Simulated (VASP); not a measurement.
Runs of VASP 6.6.1 on Ce. The structure is that of space group Im-3m (No. 229), or close to it. The cells are those of the table. This isn't the form of Ce at room conditions, which is fcc.

```csv
cell,gap on the mesh (eV),pressure (GPa)
"a = 3.240 Å, angles 109.5°, 1 atom",none,1.3
"a = 3.349 Å, angles 109.5°, 1 atom",none,(a)
"a = 3.327 Å, angles 109.5°, 1 atom",none,-1.1
"a = 3.284 Å, angles 109.5°, 1 atom",none,0.0
```

Alike in all rows: task single point; level PBE; potentials or basis VASP PAW PBE potentials, release 64 (Ce); no spin polarisation; k mesh 20 × 20 × 20; cutoff (eV) 520; smearing fermi-dirac 0.0612256 eV.

Task: Fill in the values left out.

Result: (a) -1.6.

Caveats: spin-orbit coupling is left out, which moves the levels of the heavy elements; semilocal functionals describe open f shells poorly, which spoils levels, moments and volumes.

A k mesh can miss the band edges, and the runs leave out spin-orbit coupling on Ce.

A gap of «none» marks levels without a gap at the run's occupations.
